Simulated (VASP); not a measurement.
# Be2B3 (a cell with a defect) in VASP: further runs

The runs below take Be2B3 (a cell with a defect) through single point, with PBEsol+D4.

Everything below comes from runs of VASP 6.6.1. Logs are shortened: lines on timing, memory, paths and dates and some standing lists are left out, and cuts for length are marked.

## Step 1: The cell of the first run

The cell holds a defect, 5 atoms: a = 2.930 Å, b = 2.930 Å, c = 5.755 Å, α = 90.00°, β = 90.00°, γ = 120.00°.

## Step 2: Single point, PBEsol+D4

INCAR

```
ALGO = Normal
EDIFF = 1E-6
ENCUT = 520
GGA = PS
GGA_COMPAT = F
ISIF = 2
ISMEAR = -1
IVDW = 13
LASPH = T
LCHARG = F
LREAL = F
LWAVE = F
NBANDS = 14
NELM = 120
PREC = Accurate
SIGMA = 0.1
```

KPOINTS

```
k-points
0
Gamma
  2 2 1
```

POSCAR

```
Be2B3
1.0
    2.9296900000      0.0000000000      0.0000000000
   -1.4648450000      2.5371860000      0.0000000000
    0.0000000000      0.0000000000      5.7546700000
Be B
2 3
Direct
    0.0000000000      0.0000000000      0.0000000000
    0.0000000000      0.0000000000      0.5000000000
    0.6666667324      0.3333334647      0.2499999131
    0.3333332676      0.6666665353      0.7499999131
    0.6666667324      0.3333334647      0.7499999131
```

Potentials or basis: VASP PAW PBE potentials, release 64 (Be, B).

The run is started by

```
> cat potpaw_PBE.64/Be/POTCAR potpaw_PBE.64/B/POTCAR > POTCAR
> mpirun -np 1 vasp_std > vasp.out
```

OUTCAR:

```text
EDIFF = 1E-6
   ENCUT = 520
   GGA = PS
   ISIF = 2
   ISMEAR = -1
   IVDW = 13
   LASPH = T
   LREAL = F
   NELM = 120
   PREC = Accurate

 ion  position               nearest neighbor table
   1  0.000  0.000  0.000-   3 2.22   3 2.22   3 2.22   4 2.22   5 2.22   4 2.22   5 2.22   5 2.22
                             4 2.22
   2  0.000  0.000  0.500-   4 2.22   5 2.22   5 2.22   4 2.22   5 2.22   4 2.22   3 2.22   3 2.22
                             3 2.22
   3  0.667  0.333  0.250-   1 2.22   1 2.22   1 2.22   2 2.22   2 2.22   2 2.22
   4  0.333  0.667  0.750-   5 1.69   5 1.69   5 1.69   2 2.22   2 2.22   2 2.22   1 2.22   1 2.22
                             1 2.22
   5  0.667  0.333  0.750-   4 1.69   4 1.69   4 1.69   2 2.22   2 2.22   2 2.22   1 2.22   1 2.22
                             1 2.22

  LATTYP: Found a hexagonal cell.
 ALAT       =     2.9296900000
 C/A-ratio  =     1.9642590172

  Lattice vectors:

 A1 = (   2.9296900000,   0.0000000000,   0.0000000000)
 A2 = (  -1.4648450000,   2.5371860000,   0.0000000000)
 A3 = (   0.0000000000,   0.0000000000,   5.7546700000)

Analysis of symmetry for initial positions (statically):
=====================================================================
 Subroutine PRICEL returns:
 Original cell was already a primitive cell.

 Routine SETGRP: Setting up the symmetry group for a
 hexagonal supercell.

 Subroutine GETGRP returns: Found 12 space group operations
 (whereof  6 operations were pure point group operations)
 out of a pool of 24 trial point group operations.

The static configuration has the point symmetry C_3v.
 The point group associated with its full space group is D_3h.

Analysis of symmetry for dynamics (positions and initial velocities):
=====================================================================
 Subroutine PRICEL returns:
 Original cell was already a primitive cell.

 Routine SETGRP: Setting up the symmetry group for a
 hexagonal supercell.

 Subroutine GETGRP returns: Found 12 space group operations
 (whereof  6 operations were pure point group operations)
 out of a pool of 24 trial point group operations.

The dynamic configuration has the point symmetry C_3v.
 The point group associated with its full space group is D_3h.

 Subroutine INISYM returns: Found 12 space group operations
 (whereof  6 operations are pure point group operations),
 and found     1 'primitive' translations

----------------------------------------------------------------------------------------

                                     Primitive cell
[... 91 lines left out ...]
   IALGO  =     38    algorithm
   IMIX   =      4    mixing-type and parameters
     AMIX     =   0.40;   BMIX     =  1.00
     AMIX_MAG =   1.60;   BMIX_MAG =  1.00
  volume/ion in A,a.u.               =       8.56        57.73
  Fermi-wavevector in a.u.,A,eV,Ry     =   1.100672  2.079968 16.483163  1.211478
  Thomas-Fermi vector in A             =   2.237087
   LORBIT       =      0    0 simple, 1 ext, 2 COOP (PROOUT), +10 PAW based schemes
   GGA     = PS    functional components
   LHFCALC =     F    Hartree Fock is set to
   AEXX    =    0.0000 exact exchange contribution
   IVDW    =    13    specifies the selected vdW correction
   LEPSILON=     F    determine dielectric tensor
   LRPA    =     F    only Hartree local field effects (RPA)
 non-spin polarized calculation
  energy-cutoff  :      520.00
  volume of cell :       42.78
 maximum number of plane-waves:      1161
 NGX is ok and might be reduce to    24
   NGX = 11   NGY = 11   NGZ = 21

 number of electron      13.0000000 magnetization

 Free energy of the ion-electron system (eV)
  ---------------------------------------------------
  ext. energy  EPLUGINS =         0.00000000
  ---------------------------------------------------
  free energy    TOTEN  =       -27.36268693 eV

  energy without entropy =      -27.29015875  energy(sigma->0) =      -27.32642284

 E-fermi :   5.3750     XC(G=0): -10.8741

 val. band max:        5.3726811382   @ k =   0.0000   0.0000   0.0000
 cond. band min:       7.5547353903   @ k =   0.5000   0.0000   0.0000
 fundamental gap:      2.1820542522
 Fermi energy:         5.3750276758

 k-point     1 :       0.0000    0.0000    0.0000
  band No.  band energies     occupation
      1      -8.4025      2.00000
      2      -4.0599      2.00000
      3      -2.4511      2.00000
      4       4.9315      1.97658
      5       5.3727      1.01180
      6       5.3727      1.01173
      7       9.2004      0.00000
      8       9.2004      0.00000
      9      10.9445      0.00000
     10      10.9446      0.00000
     11      12.1253      0.00000
     12      14.6736      0.00000
     13      14.6736      0.00000
     14      15.1665      0.00000

 k-point     2 :       0.5000    0.0000    0.0000
  band No.  band energies     occupation
      1      -4.2188      2.00000
      2      -3.8576      2.00000
      3       0.1655      2.00000
      4       0.8386      2.00000
      5       1.1936      2.00000
      6       2.0052      2.00000
      7       4.2898      1.99996
      8       7.5547      0.00000
      9       8.7689      0.00000
     10      10.0155      0.00000
     11      11.5833      0.00000
     12      12.0394      0.00000
     13      13.4217      0.00000
     14      14.8109      0.00000

------------------------ aborting loop because EDIFF is reached ----------------------------------------

  DFT-D4 for vdW energy calculation

  Edisp (eV):   -0.52683

  FORCE on cell =-STRESS in cart. coord.  units (eV):
  Direction    XX          YY          ZZ          XY          YZ          ZX
  --------------------------------------------------------------------------------------
  -------------------------------------------------------------------------------------
  Total      -6.52095    -6.52095    -1.62987     0.00000     0.00000     0.00000
  in kB    -244.24573  -244.24574   -61.04756     0.00000     0.00000     0.00000
  external pressure =     -183.18 kB  Pullay stress =        0.00 kB

 VOLUME and BASIS-vectors are now :
 -----------------------------------------------------------------------------
  energy-cutoff  :      520.00
  volume of cell :       42.78
      direct lattice vectors                 reciprocal lattice vectors
     2.929690000  0.000000000  0.000000000     0.341333042  0.197068721  0.000000000
    -1.464845000  2.537186000  0.000000000     0.000000000  0.394137442  0.000000000
     0.000000000  0.000000000  5.754670000     0.000000000  0.000000000  0.173771910

 POSITION                                       TOTAL-FORCE (eV/Angst)
 -----------------------------------------------------------------------------------
      0.00000      0.00000      0.00000        -0.000000      0.000000      0.167847
      0.00000      0.00000      2.87733        -0.000000      0.000000     -0.167847
      1.46485      0.84573      1.43867        -0.000000     -0.000000     -0.000000
     -0.00000      1.69146      4.31600         0.000000     -0.000000     -0.000000
      1.46485      0.84573      4.31600         0.000000     -0.000000     -0.000000
 -----------------------------------------------------------------------------------
    total drift:                               -0.000000     -0.000025      0.000187

  FREE ENERGIE OF THE ION-ELECTRON SYSTEM (eV)
  ---------------------------------------------------
  free  energy   TOTEN  =       -27.8895198106 eV

  energy  without entropy=      -27.8169916305  energy(sigma->0) =      -27.85325572
```

OSZICAR:

```text
N       E                     dE             d eps       ncg     rms          rms(c)
DAV:   1     0.113973637354E+02    0.11397E+02   -0.58064E+03    56   0.785E+02
DAV:   2    -0.279290686124E+02   -0.39326E+02   -0.36988E+02    82   0.146E+02
DAV:   3    -0.293587362773E+02   -0.14297E+01   -0.14237E+01    80   0.252E+01
DAV:   4    -0.293664070008E+02   -0.76707E-02   -0.76702E-02    68   0.225E+00
DAV:   5    -0.293665114409E+02   -0.10444E-03   -0.10444E-03    96   0.234E-01    0.633E+00
DAV:   6    -0.274509166315E+02    0.19156E+01   -0.92587E+00    74   0.110E+01    0.246E+00
DAV:   7    -0.273790154861E+02    0.71901E-01   -0.52195E-01    74   0.445E+00    0.148E+00
DAV:   8    -0.273649751822E+02    0.14040E-01   -0.74029E-02    68   0.187E+00    0.465E-01
DAV:   9    -0.273627055779E+02    0.22696E-02   -0.17111E-02    74   0.862E-01    0.716E-02
DAV:  10    -0.273626993801E+02    0.61978E-05   -0.98147E-04    80   0.211E-01    0.243E-02
DAV:  11    -0.273626868730E+02    0.12507E-04   -0.50098E-05    82   0.482E-02    0.886E-03
DAV:  12    -0.273626869306E+02   -0.57592E-07   -0.70156E-06    80   0.187E-02
   1 F= -.27889520E+02 E0= -.27853256E+02  d E =-.725282E-01
```

Wall time 3.2 s (1 thread of Intel Xeon 6975P-C (Granite Rapids), shared host); peak memory 0.15 GiB.

Results:

* Free energy: -27.8895 eV
* Pressure: -18.3 GPa
* Largest force: 0.168 eV/Å
* Dispersion energy per atom: -0.105 eV

Forces in eV/Å, atoms in the order of the input:
```
Be   0.000  0.000  0.168
Be   0.000  0.000 -0.168
B    0.000  0.000  0.000
B    0.000  0.000  0.000
B    0.000  0.000  0.000
```

Caveat: the k points lie up to 1.24 Å⁻¹ apart; the PAW data sets were made with another functional, which shifts forces and pressure a little.

## Step 3: Single point, PBEsol+D4

INCAR

```
ALGO = Normal
EDIFF = 1E-6
ENCUT = 520
GGA = PS
GGA_COMPAT = False
ISIF = 2
ISMEAR = -1
IVDW = 13
LASPH = True
LCHARG = False
LREAL = False
LWAVE = False
NBANDS = 14
NELM = 120
PREC = Accurate
SIGMA = 0.1
```

KPOINTS is that of step 2.

Edit POSCAR of step 2 so:

```diff
@@ -10,3 +10,3 @@
     0.0000000000      0.0000000000      0.5000000000
-    0.6666667324      0.3333334647      0.2499999131
+    0.3333331234      0.6666669294      0.2499999131
     0.3333332676      0.6666665353      0.7499999131
```

Potentials or basis: VASP PAW PBE potentials, release 64 (Be, B).

The run is started by

```
> cat potpaw_PBE.64/Be/POTCAR potpaw_PBE.64/B/POTCAR > POTCAR
> mpirun -np 1 vasp_std > vasp.out
```

It took 3.4 s on 1 thread of Intel Xeon 6975P-C (Granite Rapids), shared host; peak memory 0.15 GiB.

Results (log left out):

| Item | Value |
| --- | --- |
| Free energy | -27.8895 eV |
| Pressure | -18.3 GPa |
| Largest force | 0.168 eV/Å |
| Dispersion energy per atom | -0.105 eV |

Forces on the atoms (eV/Å):
```
Be   0.000  0.000  0.168
Be   0.000  0.000 -0.168
B    0.000  0.000  0.000
B    0.000  0.000  0.000
B    0.000  0.000  0.000
```

Stress tensor (GPa, compression positive):
```
-24.42   0.00   0.00
  0.00 -24.42   0.00
  0.00   0.00  -6.11
```

Levels at points of the mesh, in eV from the Fermi level:
```tsv
k point	band 3	band 4	band 5	band 6	band 7	band 8	band 9	band 10
(0.00, 0.00, 0.00)	-7.83	-0.44	0.00	0.00	3.83	3.83	5.57	5.57
(0.50, 0.00, 0.00)	-5.21	-4.54	-4.18	-3.37	-1.09	2.18	3.39	4.64
```

Caveat: the k points lie up to 1.24 Å⁻¹ apart; the PAW data sets were made with another functional, which shifts forces and pressure a little.
